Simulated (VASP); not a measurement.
Set up this calculation in VASP 6.6.1, as the native input.

```
Task                   : single point
Functional             : PBEsol
Potentials or basis    : VASP PAW PBE potentials, release 64 (Bi_d, Te)
Cutoff                 : 520 eV
k mesh                 : 12 × 12 × 12
Occupations            : gaussian, width 0.1 eV
Spin                   : no spin polarisation
Dipole correction      : no
Further INCAR settings : ALGO = Normal; EDIFF = 1e-06; NBANDS = 18
```

The structure of BiTe lies in POSCAR:

```
BiTe
1.0
    2.4164451682      1.3951352683      3.3387787099
   -2.4164451682      1.3951352683      3.3387787099
    0.0000000000     -2.7902705366      3.3387787100
Bi Te
1 1
Direct
    0.5000000000      0.5000000000      0.5000000000
    0.0000000000      0.0000000000      0.0000000000
```

The input as run:

INCAR

```
  ALGO = Normal
  EDIFF = 1E-6
  ENCUT = 520
  GGA = PS
  ISIF = 2
  ISMEAR = 0
  LASPH = True
  LCHARG = False
  LREAL = False
  LWAVE = False
  NBANDS = 18
  NELM = 60
  PREC = Accurate
  SIGMA = 0.1
```

KPOINTS

```
k-points
0
Gamma
  12 12 12
```

Potentials or basis: VASP PAW PBE potentials, release 64 (Bi_d, Te).

Run with:

```sh
$ cat potpaw_PBE.64/Bi_d/POTCAR potpaw_PBE.64/Te/POTCAR > POTCAR
$ mpirun -np 1 vasp_std > vasp.out
```

It gave:

The pressure is -2.5 GPa and the band gap on the k mesh is zero (an odd number of electrons rules out a gap without spin polarisation).

Caveat: the PAW data sets were made with another functional, which shifts forces and pressure a little; spin-orbit coupling is left out, which moves the levels of the heavy elements.

It took 4.2 min on 1 thread of AMD EPYC 7R13, with other jobs on the host, peak memory 0.32 GiB.
